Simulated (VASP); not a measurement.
# B4SbP3 (Pmm2) in VASP: relaxation of cell and atoms with PBE

Aim: the relaxation of cell and atoms of B4SbP3 with PBE.

Program: VASP 6.6.1. These are calculated values, not measurements. Logs are shortened: lines on timing, memory, paths and dates and some standing lists are left out, and cuts for length are marked.

### 1 The cell of the first run

The structure is orthorhombic, space group Pmm2 (No. 25). Conventional cell: a = 3.233 Å, b = 6.466 Å, c = 4.572 Å, α = 90.00°, β = 90.00°, γ = 90.00°. Within 2.6 Å of P (site symmetry m) lie 4 B at 1.98 Å. Within 2.6 Å of P (site symmetry mm2) lie 4 B at 1.98 Å. Within 2.6 Å of B (site symmetry m) lie 3 P at 1.98 Å and 1 Sb at 1.98 Å. Within 2.6 Å of B (site symmetry mm2) lie 4 P at 1.98 Å. B (site symmetry mm2) has 2 P at 1.98 Å and 2 Sb at 1.98 Å within 2.6 Å. Sb (site symmetry mm2) has 4 B at 1.98 Å within 2.6 Å.

### 2 Relaxation of cell and atoms, PBE

Contents of INCAR:

```
ALGO     = Normal         # electronic algorithm
EDIFF    = 1E-7           # SCF threshold, eV
EDIFFG   = -0.005         # ionic threshold
ENCUT    = 500            # plane-wave cutoff, eV
GGA      = PE             # functional
GGA_COMPAT= False        
IBRION   = 2              # ionic algorithm
ISIF     = 3              # what is computed and relaxed
ISMEAR   = -1             # smearing method
LASPH    = True           # aspherical terms in the spheres
LCHARG   = False          # write CHGCAR
LREAL    = False          # projectors in reciprocal space
LWAVE    = False          # write WAVECAR
NELM     = 120            # most SCF steps
NELMIN   = 4            
NSW      = 80             # ionic steps
PREC     = Accurate       # precision mode
SIGMA    = 0.02           # smearing width, eV
```

Contents of KPOINTS:

```
k-points
0
Gamma
  8 4 6
```

Contents of POSCAR:

```
B4SbP3
1.0
    3.2327549129      0.0000000000      0.0000000000
    0.0000000000      6.4655098257      0.0000000000
    0.0000000000      0.0000000000      4.5718058416
P B Sb
3 4 1
Direct
    0.0000000000      0.2500000000      0.0000000000
    0.5000000000      0.0000000000      0.5000000000
    0.0000000000      0.7500000000      0.0000000000
    0.5000000000      0.2500000000      0.7500000000
    0.0000000000      0.0000000000      0.2500000000
    0.5000000000      0.7500000000      0.7500000000
    0.0000000000      0.5000000000      0.2500000000
    0.5000000000      0.5000000000      0.5000000000
```

Potentials or basis: VASP PAW PBE potentials, release 64 (P, B, Sb).

Run with:

```console
> cat potpaw_PBE.64/P/POTCAR potpaw_PBE.64/B/POTCAR potpaw_PBE.64/Sb/POTCAR > POTCAR
> mpirun -np 1 vasp_std > vasp.out
```

OUTCAR:

```text
EDIFF = 1E-7
   EDIFFG = -0.005
   ENCUT = 500
   GGA = PE
   IBRION = 2
   ISIF = 3
   ISMEAR = -1
   LASPH = True
   LREAL = False
   NELM = 120
   NELMIN = 4
   NSW = 80
   PREC = Accurate

 ion  position               nearest neighbor table
   1  0.000  0.250  0.000-   5 1.98   7 1.98   4 1.98   4 1.98   8 3.23   8 3.23   8 3.23   8 3.23

   2  0.500  0.000  0.500-   4 1.98   6 1.98   5 1.98   5 1.98   8 3.23   8 3.23
   3  0.000  0.750  0.000-   5 1.98   7 1.98   6 1.98   6 1.98   8 3.23   8 3.23   8 3.23   8 3.23

   4  0.500  0.250  0.750-   2 1.98   8 1.98   1 1.98   1 1.98
   5  0.000  0.000  0.250-   1 1.98   3 1.98   2 1.98   2 1.98
   6  0.500  0.750  0.750-   2 1.98   8 1.98   3 1.98   3 1.98
   7  0.000  0.500  0.250-   1 1.98   3 1.98   8 1.98   8 1.98
   8  0.500  0.500  0.500-   4 1.98   6 1.98   7 1.98   7 1.98   2 3.23   2 3.23   1 3.23   3 3.23
                             3 3.23   1 3.23   3 3.23   1 3.23   1 3.23   3 3.23

  LATTYP: Found a simple orthorhombic cell.
 ALAT       =     3.2327549129
 B/A-ratio  =     1.4142135624
 C/A-ratio  =     2.0000000000

  Lattice vectors:

 A1 = (  -3.2327549129,   0.0000000000,   0.0000000000)
 A2 = (   0.0000000000,   0.0000000000,   4.5718058416)
 A3 = (   0.0000000000,   6.4655098257,   0.0000000000)

Analysis of symmetry for initial positions (statically):
=====================================================================
 Subroutine PRICEL returns:
 Original cell was already a primitive cell.

 Routine SETGRP: Setting up the symmetry group for a
 simple orthorhombic supercell.

 Subroutine GETGRP returns: Found  4 space group operations
 (whereof  4 operations were pure point group operations)
 out of a pool of  8 trial point group operations.

The static configuration has the point symmetry C_2v.

Analysis of symmetry for dynamics (positions and initial velocities):
=====================================================================
 Subroutine PRICEL returns:
 Original cell was already a primitive cell.

 Routine SETGRP: Setting up the symmetry group for a
 simple orthorhombic supercell.

 Subroutine GETGRP returns: Found  4 space group operations
 (whereof  4 operations were pure point group operations)
 out of a pool of  8 trial point group operations.

The dynamic configuration has the point symmetry C_2v.

 Subroutine INISYM returns: Found  4 space group operations
 (whereof  4 operations are pure point group operations),
 and found     1 'primitive' translations

[... 128 lines left out ...]
  Fermi-wavevector in a.u.,A,eV,Ry     =   1.136851  2.148338 17.584594  1.292431
  Thomas-Fermi vector in A             =   2.273556
   LORBIT       =      0    0 simple, 1 ext, 2 COOP (PROOUT), +10 PAW based schemes
   GGA     = PE    functional components
   LHFCALC =     F    Hartree Fock is set to
   AEXX    =    0.0000 exact exchange contribution
   IVDW    =     0    specifies the selected vdW correction
   LEPSILON=     F    determine dielectric tensor
   LRPA    =     F    only Hartree local field effects (RPA)
 conjugate gradient relaxation of ions
 non-spin polarized calculation
  energy-cutoff  :      500.00
  volume of cell :       95.56
 maximum number of plane-waves:      2456
 NGX is ok and might be reduce to    24
   NGX = 11   NGY = 23   NGZ = 17

--------------------------------------- Ionic step        1  -------------------------------------------

 number of electron      31.9999994 magnetization

 Free energy of the ion-electron system (eV)
  ---------------------------------------------------
  ext. energy  EPLUGINS =         0.00000000
  ---------------------------------------------------
  free energy    TOTEN  =       -46.06988150 eV

  energy without entropy =      -46.06988150  energy(sigma->0) =      -46.06988150

------------------------ aborting loop because EDIFF is reached ----------------------------------------

  FORCE on cell =-STRESS in cart. coord.  units (eV):
  Direction    XX          YY          ZZ          XY          YZ          ZX
  --------------------------------------------------------------------------------------
  -------------------------------------------------------------------------------------
  Total       14.5077092     13.9928500     13.8143916      0.0000000      0.0000000      0.0000000
  in kB      243.2462142    234.6137319    231.6215756      0.0000000      0.0000000      0.0000000
  external PRESSURE =     236.4938406 kB  Pullay stress =       0.0000000 kB
[... 107 lines left out ...]
  FREE ENERGIE OF THE ION-ELECTRON SYSTEM (eV)
  ---------------------------------------------------
  free  energy   TOTEN  =       -47.9666670137 eV

  energy  without entropy=      -47.9666670137  energy(sigma->0) =      -47.96666701

[... ionic steps 4 to 13 ...]

--------------------------------------- Ionic step       14  -------------------------------------------

 number of electron      32.0000005 magnetization

------------------------ aborting loop because EDIFF is reached ----------------------------------------
[... 79 lines left out ...]
--------------------------------------- Ionic step       16  -------------------------------------------

 number of electron      32.0000005 magnetization

 Free energy of the ion-electron system (eV)
  ---------------------------------------------------
  ext. energy  EPLUGINS =         0.00000000
  ---------------------------------------------------
  free energy    TOTEN  =       -48.16886201 eV

  energy without entropy =      -48.16886198  energy(sigma->0) =      -48.16886200

 E-fermi :   8.2524     XC(G=0): -10.6883

 val. band max:        7.9918265184   @ k =   0.0000   0.5000   0.0000
 cond. band min:       8.5084557958   @ k =   0.0000   0.0000   0.1667
 fundamental gap:      0.5166292774
 Fermi energy:         8.2523964183

 k-point     1 :       0.0000    0.0000    0.0000
  band No.  band energies     occupation
      1      -7.4511      2.00000
      2      -4.9960      2.00000
      3      -4.5875      2.00000
      4      -2.7795      2.00000
      5      -0.9334      2.00000
      6       1.0420      2.00000
[... 565 lines left out ...]
     20      10.7080      0.00000
     21      11.2745      0.00000

 [... further k-points ...]

------------------------ aborting loop because EDIFF is reached ----------------------------------------

  FORCE on cell =-STRESS in cart. coord.  units (eV):
  Direction    XX          YY          ZZ          XY          YZ          ZX
  --------------------------------------------------------------------------------------
  -------------------------------------------------------------------------------------
  Total        0.0035175      0.0046517      0.0070604      0.0000000      0.0000000      0.0000000
  in kB        0.0533676      0.0705752      0.1071216      0.0000000      0.0000000      0.0000000
  external PRESSURE =       0.0770215 kB  Pullay stress =       0.0000000 kB
[... 23 lines left out ...]
  FREE ENERGIE OF THE ION-ELECTRON SYSTEM (eV)
  ---------------------------------------------------
  free  energy   TOTEN  =       -48.1688620142 eV

  energy  without entropy=      -48.1688619811  energy(sigma->0) =      -48.16886200

 reached required accuracy - stopping structural energy minimisation
```

It took 26 min on 1 thread of Oxide Virtual Turin-like, shared host; peak memory 0.24 GiB.

Results:

```
Free energy                           : -48.1689 eV
Relaxed volume                        : 13.20 Å³/atom
Relaxed cell                          : a = 3.335 Å, b = 6.689 Å, c = 4.734 Å, α = 90.00°, β = 90.00°, γ = 90.00°
Space group after relaxing (to 0.1 Å) : Pmm2 (No. 25)
Energy gained by relaxing             : 262.4 meV/atom
Ionic steps                           : 16
Pressure after relaxing               : 0.0 GPa
Largest force after relaxing          : 0.004 eV/Å
Band gap on the k mesh                : 0.52 eV (least direct gap 0.61 eV)
```

Forces in eV/Å, atoms in the order of the input:
```
P    0.000  0.000 -0.001
P    0.000  0.000 -0.004
P    0.000  0.000 -0.001
B    0.000 -0.001  0.000
B    0.000  0.000  0.004
B    0.000  0.001  0.000
B    0.000  0.000  0.000
Sb   0.000  0.000  0.002
```

Step by step:
```
step  energy change (eV)  largest force (eV/Å)  pressure (GPa)  volume (Å³)
   1              0.0000                5.8151           23.65        95.56
   2             -0.9498                1.2962          -15.32       122.07
   3             -1.8968                0.9980           -3.86       109.30
   4             -1.8985                1.0866           -3.36       108.91
   5             -1.8984                1.1514           -2.99       108.63
   6             -2.0589                0.5205            0.01       105.80
   7             -2.0742                0.4971            1.45       104.62
   8             -2.0945                0.1815           -0.01       105.57
   9             -2.0966                0.1222            0.31       105.35
  10             -2.0983                0.0600           -0.24       105.77
  11             -2.0985                0.0542           -0.12       105.68
  12             -2.0989                0.0273            0.02       105.59
  13             -2.0989                0.0295            0.06       105.56
  14             -2.0990                0.0092           -0.01       105.61
  15             -2.0990                0.0099           -0.03       105.62
  16             -2.0990                0.0044            0.01       105.60
```

Final structure:
```cif
data_structure
_symmetry_space_group_name_H-M 'P 1'
_symmetry_Int_Tables_number 1
_cell_length_a 3.3345
_cell_length_b 6.6893
_cell_length_c 4.7342
_cell_angle_alpha 90.000
_cell_angle_beta 90.000
_cell_angle_gamma 90.000
_cell_volume 105.60
loop_
_atom_site_label
_atom_site_type_symbol
_atom_site_fract_x
_atom_site_fract_y
_atom_site_fract_z
_atom_site_occupancy
P1 P 0.00000 0.23846 0.00020 1
P2 P 0.50000 0.00000 0.50666 1
P3 P 0.00000 0.76154 0.00020 1
B1 B 0.50000 0.22506 0.76728 1
B2 B 0.00000 0.00000 0.26517 1
B3 B 0.50000 0.77494 0.76728 1
B4 B 0.00000 0.50000 0.19605 1
Sb1 Sb 0.50000 0.50000 0.49716 1
```

Levels at points of the mesh, in eV from the valence-band top:
| k point | band 13 | band 14 | band 15 | band 16 | band 17 | band 18 | band 19 | band 20 |
| --- | --- | --- | --- | --- | --- | --- | --- | --- |
| (0.00, 0.00, 0.00) | -2.00 | -0.62 | -0.45 | -0.02 | 0.59 | 0.94 | 2.55 | 2.70 |
| (0.50, 0.00, 0.00) | -4.26 | -3.83 | -2.93 | -1.59 | 0.62 | 0.79 | 0.89 | 1.30 |
| (0.00, 0.50, 0.00) | -2.62 | -2.52 | -1.42 | 0.00 | 1.04 | 1.79 | 2.96 | 2.97 |
| (0.50, 0.50, 0.00) | -4.68 | -4.34 | -3.75 | -3.65 | 1.67 | 2.27 | 2.50 | 2.56 |
| (0.00, 0.00, 0.50) | -2.78 | -1.97 | -1.82 | -0.84 | 0.83 | 1.23 | 2.39 | 2.96 |
| (0.50, 0.00, 0.50) | -2.83 | -2.27 | -2.14 | -1.49 | 2.25 | 2.91 | 3.55 | 4.05 |
| (0.00, 0.50, 0.50) | -2.81 | -2.67 | -2.14 | -1.03 | 2.10 | 2.50 | 2.60 | 3.56 |
| (0.50, 0.50, 0.50) | -3.53 | -3.53 | -3.41 | -3.07 | 3.00 | 3.35 | 3.57 | 3.93 |

Caveat: semilocal functionals underestimate gaps, and a narrow one can read as zero; spin-orbit coupling is left out, which moves the levels of the heavy elements. A k mesh can miss the band edges.
